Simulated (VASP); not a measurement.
# Ta5HN in VASP: further runs

Runs on Ta5HN. Level: PBEsol. Tasks: single point.

All numbers are computed with VASP 6.6.1; they aren't measurements. Logs are shortened: lines on timing, memory, paths and dates and some standing lists are left out, and cuts for length are marked.

## (1) The cell of the first run

The cell holds a slab with vacuum, 7 atoms: a = 3.281 Å, b = 3.281 Å, c = 26.561 Å, α = 90.00°, β = 90.00°, γ = 90.00°.

## (2) Single point, PBEsol

INCAR

```
PREC = Accurate ; ENCUT = 520
EDIFF = 1E-6 ; ISMEAR = 0
SIGMA = 0.1 ; LREAL = F
LASPH = T ; NELM = 60
ALGO = Normal ; ISIF = 2
LWAVE = F ; LCHARG = F
LDIPOL = T ; IDIPOL = 3
DIPOL = 0.5 0.5 0.490 ; GGA = PS
NBANDS = 40
```

KPOINTS

```
regular mesh
0
Gamma
  9 9 1
```

POSCAR

```
Ta5HN
1.0
    3.2805195245      0.0000000000      0.0000000000
    0.0000000000      3.2805195245      0.0000000000
    0.0000000000      0.0000000000     26.5610390491
Ta N H
5 1 1
Direct
    0.5000000000      0.5000000000      0.3200176012
    0.0000000000      0.0000000000      0.3817719534
    0.5000082570      0.4990538879      0.4429790619
    0.0000981497     -0.0044553388      0.5039176479
    0.5007475810      0.4789716927      0.5660965977
    0.0005934151      0.0872706095      0.5901254309
    0.0008656940     -0.0667066403      0.6241533232
```

Potentials or basis: VASP PAW PBE potentials, release 64 (Ta_pv, N, H).

Run with:

```
$ cat potpaw_PBE.64/Ta_pv/POTCAR potpaw_PBE.64/N/POTCAR potpaw_PBE.64/H/POTCAR > POTCAR
$ mpirun -np 1 vasp_std > vasp.out
```

OUTCAR:

```text
PREC = Accurate
   ENCUT = 520
   EDIFF = 1E-6
   ISMEAR = 0
   LREAL = F
   LASPH = T
   NELM = 60
   ISIF = 2
   GGA = PS

 ion  position               nearest neighbor table
   1  0.500  0.500  0.320-   2 2.84   2 2.84   2 2.84   2 2.84   3 3.27
   2  0.000  0.000  0.382-   3 2.83   3 2.83   3 2.83   3 2.83   1 2.84   1 2.84   1 2.84   1 2.84
                             4 3.24
   3  0.500  0.499  0.443-   4 2.82   4 2.82   2 2.83   2 2.83   2 2.83   2 2.83   4 2.84   4 2.84
                             1 3.27   5 3.27
   4  0.000  0.996  0.504-   6 2.31   5 2.82   5 2.82   3 2.82   3 2.82   3 2.84   3 2.84   5 2.88
                             5 2.88   2 3.24
   5  0.501  0.479  0.566-   6 2.18   6 2.18   6 2.66   6 2.66   4 2.82   4 2.82   4 2.88   4 2.88
                             3 3.27
   6  0.001  0.087  0.590-   7 1.04   5 2.18   5 2.18   4 2.31   5 2.66   5 2.66
   7  0.001  0.933  0.624-   6 1.04

  LATTYP: Found a simple tetragonal cell.
 ALAT       =     3.2805195245
 C/A-ratio  =     8.0965953261

  Lattice vectors:

 A1 = (   3.2805195245,   0.0000000000,   0.0000000000)
 A2 = (   0.0000000000,   3.2805195245,   0.0000000000)
 A3 = (   0.0000000000,   0.0000000000,  26.5610390491)

Analysis of symmetry for initial positions (statically):
=====================================================================
 Subroutine PRICEL returns:
 Original cell was already a primitive cell.

 Routine SETGRP: Setting up the symmetry group for a
 simple tetragonal supercell.

 Subroutine GETGRP returns: Found  1 space group operations
 (whereof  1 operations were pure point group operations)
 out of a pool of 16 trial point group operations.

The static configuration has the point symmetry C_1 .

Analysis of symmetry for dynamics (positions and initial velocities):
=====================================================================
 Subroutine PRICEL returns:
 Original cell was already a primitive cell.

 Routine SETGRP: Setting up the symmetry group for a
 simple tetragonal supercell.

 Subroutine GETGRP returns: Found  1 space group operations
 (whereof  1 operations were pure point group operations)
 out of a pool of 16 trial point group operations.

The dynamic configuration has the point symmetry C_1 .

 Subroutine INISYM returns: Found  1 space group operations
 (whereof  1 operations are pure point group operations),
 and found     1 'primitive' translations

----------------------------------------------------------------------------------------

                                     Primitive cell

  volume of cell :     285.8448

  direct lattice vectors                    reciprocal lattice vectors
     3.280519524  0.000000000  0.000000000     0.304829766  0.000000000  0.000000000
     0.000000000  3.280519524  0.000000000     0.000000000  0.304829766  0.000000000
     0.000000000  0.000000000 26.561039049     0.000000000  0.000000000  0.037649130

  length of vectors
     3.280519524  3.280519524 26.561039049     0.304829766  0.304829766  0.037649130

  position of ions in fractional coordinates (direct lattice)
     0.500000000  0.500000000  0.320017601
     0.000000000  0.000000000  0.381771953
     0.500008257  0.499053888  0.442979062
     0.000098150  0.995544661  0.503917648
     0.500747581  0.478971693  0.566096598
     0.000593415  0.087270610  0.590125431
     0.000865694  0.933293360  0.624153323

  ion indices of the primitive-cell ions
   primitive index   ion index
                 1           1
                 2           2
                 3           3
                 4           4
                 5           5
                 6           6
                 7           7

----------------------------------------------------------------------------------------

 KPOINTS: regular mesh

Automatic generation of k-mesh.
 Grid dimensions read from file:
 generate k-points for:    9    9    1

 Generating k-lattice:

  Cartesian coordinates                     Fractional coordinates (reciprocal lattice)
     0.033869974  0.000000000  0.000000000     0.111111111  0.000000000  0.000000000
     0.000000000  0.033869974  0.000000000     0.000000000  0.111111111  0.000000000
     0.000000000  0.000000000  0.037649130     0.000000000  0.000000000  1.000000000

  Length of vectors
     0.033869974  0.033869974  0.037649130

  Shift w.r.t. Gamma in fractional coordinates (k-lattice)
     0.000000000  0.000000000  0.000000000

 Subroutine IBZKPT returns following result:
 ===========================================

 Found     41 irreducible k-points:

 Following reciprocal coordinates:
            Coordinates               Weight
  0.000000  0.000000  0.000000      1.000000
  0.111111  0.000000  0.000000      2.000000
  0.000000  0.111111  0.000000      2.000000
  0.222222  0.000000  0.000000      2.000000
  0.000000  0.222222  0.000000      2.000000
  0.333333  0.000000  0.000000      2.000000
[... 16 lines left out ...]
  0.111111  0.444444  0.000000      2.000000
  0.222222  0.222222  0.000000      2.000000
 [... further k-points ...]
   k-points           NKPTS =     41   k-points in BZ     NKDIM =     41   number of bands    NBANDS=     40
   number of dos      NEDOS =    301   number of ions     NIONS =      7
   total plane-waves  NPLWV = 115200
   dimension x,y,z NGX =    24 NGY =   24 NGZ =  200
   dimension x,y,z NGXF=    48 NGYF=   48 NGZF=  400
   ions per type =               5   1   1
   NGX,Y,Z   is equivalent  to a cutoff of  12.16, 12.16, 12.52 a.u.
   NGXF,Y,Z  is equivalent  to a cutoff of  24.32, 24.32, 25.04 a.u.
 SYSTEM =  unknown system
   PREC   = accura    normal or accurate (medium, high low for compatibility)
   ISTART =      0    job   : 0-new  1-cont  2-samecut
   ICHARG =      2    charge: 1-file 2-atom 10-const
   ISPIN  =      1    spin polarized calculation?
   LNONCOLLINEAR =      F non collinear calculations
   LSORBIT =      F    spin-orbit coupling
   LASPH  =      T    aspherical Exc in radial PAW
   ENCUT  =  520.0 eV  38.22 Ry    6.18 a.u.   6.10  6.10 49.39*2*pi/ulx,y,z
   NELM   =     60;   NELMIN=  2; NELMDL= -5     # of ELM steps
   EDIFF  = 0.1E-05   stopping-criterion for ELM
   LREAL  =      F    real-space projection
   EDIFFG = 0.1E-04   stopping-criterion for IOM
   NSW    =      0    number of steps for IOM
   IBRION =     -1    ionic relax: 0-MD 1-quasi-New 2-CG
   NFREE  =      0    steps in history (QN), initial steepest desc. (CG)
   ISIF   =      2    stress and relaxation
   ISYM   =      2    0-nonsym 1-usesym 2-fastsym
   POTIM  = 0.5000    time-step for ionic-motion
   TEBEG  =    0.0;   TEEND  =   0.0 temperature during run
   PSTRESS=    0.0 pullay stress
   NELECT =      61.0000    total number of electrons
   NUPDOWN=      -1.0000    fix difference up-down
   EMIN   =  10.00;   EMAX   =-10.00  energy-range for DOS
   EFERMI =   0.00;   METHOD = LEGACY
   ISMEAR =     0;   SIGMA  =   0.10  broadening in eV -4-tet -1-fermi 0-gaus
   EFERMI_NEDOS =   21; number of points for ismear=-14 and -15
   IALGO  =     38    algorithm
   IMIX   =      4    mixing-type and parameters
     AMIX     =   0.40;   BMIX     =  1.00
     AMIX_MAG =   1.60;   BMIX_MAG =  1.00
  volume/ion in A,a.u.               =      40.83       275.57
  Fermi-wavevector in a.u.,A,eV,Ry     =   0.978306  1.848730 13.021897  0.957082
  Thomas-Fermi vector in A             =   2.109071
   LORBIT       =      0    0 simple, 1 ext, 2 COOP (PROOUT), +10 PAW based schemes
   GGA     = PS    functional components
   LHFCALC =     F    Hartree Fock is set to
   AEXX    =    0.0000 exact exchange contribution
   IVDW    =     0    specifies the selected vdW correction
   LEPSILON=     F    determine dielectric tensor
   LRPA    =     F    only Hartree local field effects (RPA)
 non-spin polarized calculation
 Gauss-broadening in eV      SIGMA  =   0.10
  energy-cutoff  :      520.00
  volume of cell :      285.84
 maximum number of plane-waves:      7746
   NGX = 13   NGY = 13   NGZ = 99

 dipolmoment           0.000000      0.000000      0.013632 electrons x Angstroem

 number of electron      61.0000019 magnetization

 dipolmoment           0.000000      0.000000     -0.092445 electrons x Angstroem

 Free energy of the ion-electron system (eV)
  ---------------------------------------------------
  ext. energy  EPLUGINS =         0.00000000
  ---------------------------------------------------
  free energy    TOTEN  =       -73.21050088 eV

  energy without entropy =      -73.19077122  energy(sigma->0) =      -73.20063605

 E-fermi :   0.0578     XC(G=0):  -5.1816

 val. band max:        0.0514313259   @ k =   0.2222   0.0000   0.0000
 cond. band min:       0.1082952641   @ k =  -0.4444   0.4444   0.0000
 fundamental gap:      0.0568639382
 Fermi energy:         0.0577759647

 k-point     1 :       0.0000    0.0000    0.0000
  band No.  band energies     occupation
      1     -34.9360      2.00000
      2     -34.9073      2.00000
      3     -34.7689      2.00000
      4     -34.7605      2.00000
      5     -34.5623      2.00000
      6     -34.5578      2.00000
[... 32 lines left out ...]
     39       2.3492      0.00000
     40       2.6511      0.00000

 k-point     2 :       0.1111    0.0000    0.0000
  band No.  band energies     occupation
      1     -34.9518      2.00000
      2     -34.9247      2.00000
      3     -34.7707      2.00000
      4     -34.7638      2.00000
      5     -34.5939      2.00000
      6     -34.5503      2.00000
[... 32 lines left out ...]
     39       2.2557      0.00000
     40       2.6066      0.00000

 k-point     3 :       0.0000    0.1111    0.0000
  band No.  band energies     occupation
      1     -34.9705      2.00000
      2     -34.9005      2.00000
      3     -34.7730      2.00000
      4     -34.7640      2.00000
      5     -34.5895      2.00000
      6     -34.5549      2.00000
[... 32 lines left out ...]
     39       2.4440      0.00000
     40       2.4988      0.00000

 k-point     4 :       0.2222    0.0000    0.0000
  band No.  band energies     occupation
      1     -35.0455      2.00000
      2     -34.9113      2.00000
      3     -34.7761      2.00000
      4     -34.7752      2.00000
      5     -34.6695      2.00000
      6     -34.5313      2.00000
[... 32 lines left out ...]
     39       2.4477      0.00000
     40       2.7381      0.00000
[... 772 lines left out ...]
     39       3.0932      0.00000
     40       3.2905      0.00000

 k-point    23 :       0.1111    0.4444    0.0000
  band No.  band energies     occupation
      1     -35.2014      2.00000
      2     -34.8959      2.00000
      3     -34.8049      2.00000
      4     -34.7919      2.00000
      5     -34.7786      2.00000
      6     -34.5335      2.00000
[... 32 lines left out ...]
     39       2.9435      0.00000
     40       3.4172      0.00000

 k-point    24 :       0.2222    0.2222    0.0000
  band No.  band energies     occupation
      1     -35.0442      2.00000
      2     -35.0075      2.00000
      3     -34.7712      2.00000
      4     -34.7629      2.00000
      5     -34.6572      2.00000
      6     -34.6358      2.00000
[... 32 lines left out ...]
     39       3.3325      0.00000
     40       3.3952      0.00000

 [... further k-points ...]

------------------------ aborting loop because EDIFF is reached ----------------------------------------

 vacuum level on the upper side and lower side of the slab       (xc-potential included)        -0.857         0.716

  FORCE on cell =-STRESS in cart. coord.  units (eV):
  Direction    XX          YY          ZZ          XY          YZ          ZX
  --------------------------------------------------------------------------------------
  -------------------------------------------------------------------------------------
  Total       -7.2413761     -5.8915297     -2.1845985     -0.0017752     -0.0675186     -0.0058172
  in kB      -40.5883479    -33.0223774    -12.2448057     -0.0099498     -0.3784456     -0.0326055
  external PRESSURE =     -28.6185104 kB  Pullay stress =       0.0000000 kB

 VOLUME and BASIS-vectors are now :
 -----------------------------------------------------------------------------
  energy-cutoff  :      520.00
  volume of cell :      285.84
      direct lattice vectors                 reciprocal lattice vectors
     3.280519524  0.000000000  0.000000000     0.304829766  0.000000000  0.000000000
     0.000000000  3.280519524  0.000000000     0.000000000  0.304829766  0.000000000
     0.000000000  0.000000000 26.561039049     0.000000000  0.000000000  0.037649130

 POSITION                                       TOTAL-FORCE (eV/Angst)
 -----------------------------------------------------------------------------------
      1.64026      1.64026      8.50000        -0.000349      0.011461      1.389766
      0.00000      0.00000     10.14026         0.000702     -0.008310     -1.406073
      1.64029      1.63716     11.76598        -0.000516      0.002262     -0.014711
      0.00032      3.26590     13.38458         0.003779     -0.002664      0.013641
      1.64271      1.57128     15.03611        -0.003938      0.013759     -0.013972
      0.00195      0.28629     15.67434         0.000897      0.004172      0.006643
      0.00284      3.06169     16.57816        -0.000574     -0.020681      0.024706
 -----------------------------------------------------------------------------------
    total drift:                               -0.000109      0.000371      0.000039

  FREE ENERGIE OF THE ION-ELECTRON SYSTEM (eV)
  ---------------------------------------------------
  free  energy   TOTEN  =       -73.2105008793 eV

  energy  without entropy=      -73.1907712200  energy(sigma->0) =      -73.20063605

 vacuum level on the upper side and lower side of the slab         2.500         4.097
```

It took 6.5 min on 1 thread of Intel Xeon 6975P-C (Granite Rapids), shared host; peak memory 0.57 GiB.

Results:

| Item | Value |
| --- | --- |
| Free energy | -73.2105 eV |
| Largest force | 1.406 eV/Å |
| Band gap on the k mesh | zero (an odd number of electrons rules out a gap without spin polarisation) |

Forces on the atoms (eV/Å):
```
Ta   0.000  0.011  1.390
Ta   0.001 -0.008 -1.406
Ta  -0.001  0.002 -0.015
Ta   0.004 -0.003  0.014
Ta  -0.004  0.014 -0.014
N    0.001  0.004  0.007
H   -0.001 -0.021  0.025
```

Caveat: the PAW data sets were made with another functional, which shifts forces and pressure a little; spin-orbit coupling is left out, which moves the levels of the heavy elements.

## (3) Single point, PBEsol

INCAR

```
SYSTEM = Ta5HN
ALGO = Normal
DIPOL = 0.5 0.5 0.490
EDIFF = 1E-7
ENCUT = 520
GGA = PS
IDIPOL = 3
ISIF = 2
ISMEAR = 0
LASPH = .TRUE.
LCHARG = .FALSE.
LDIPOL = .TRUE.
LREAL = .FALSE.
LWAVE = .FALSE.
NBANDS = 40
NELM = 100
PREC = Accurate
SIGMA = 0.1
```

KPOINTS

```
k-points
0
G
  9 9 1
  0 0 0
```

POSCAR

```
Ta5HN
1.0
    3.2805195245      0.0000000000      0.0000000000
    0.0000000000      3.2805195245      0.0000000000
    0.0000000000      0.0000000000     26.5610390491
Ta N H
5 1 1
Direct
    0.5000000000      0.5000000000      0.3200176012
    0.0000000000      0.0000000000      0.3817719534
    0.5000002767      0.5010816227      0.4429747538
   -0.0000162869      0.0048426980      0.5039813586
    0.4999048363      0.5219768222      0.5660547454
   -0.0001110151      0.9117100132      0.5902770951
   -0.0000760356      1.0678069821      0.6241745095
```

Potentials or basis: VASP PAW PBE potentials, release 64 (Ta_pv, N, H).

Run with:

```
$ cat potpaw_PBE.64/Ta_pv/POTCAR potpaw_PBE.64/N/POTCAR potpaw_PBE.64/H/POTCAR > POTCAR
$ mpirun -np 1 vasp_std > vasp.out
```

Wall time 7.2 min (1 thread of Intel Xeon 6975P-C (Granite Rapids), shared host); peak memory 0.56 GiB.

The run converged. Its results:

| Item | Value |
| --- | --- |
| Free energy | -73.2106 eV |
| Largest force | 1.407 eV/Å |
| Band gap on the k mesh | zero (an odd number of electrons rules out a gap without spin polarisation) |

Forces in eV/Å, atoms in the order of the input:
```
Ta   0.000 -0.013  1.391
Ta   0.000  0.012 -1.407
Ta   0.000 -0.001 -0.005
Ta   0.000 -0.003 -0.001
Ta   0.000 -0.012 -0.002
N    0.001  0.003  0.009
H    0.000  0.013  0.015
```

Levels at points of the mesh, in eV from the Fermi level:
| k point | band 28 | band 29 | band 30 | band 31 | band 32 | band 33 | band 34 | band 35 |
| --- | --- | --- | --- | --- | --- | --- | --- | --- |
| (0.00, 0.00, 0.00) | -0.10 | 0.12 | 0.26 | 0.46 | 0.46 | 0.60 | 0.68 | 1.12 |

Caveat: the PAW data sets were made with another functional, which shifts forces and pressure a little; spin-orbit coupling is left out, which moves the levels of the heavy elements.
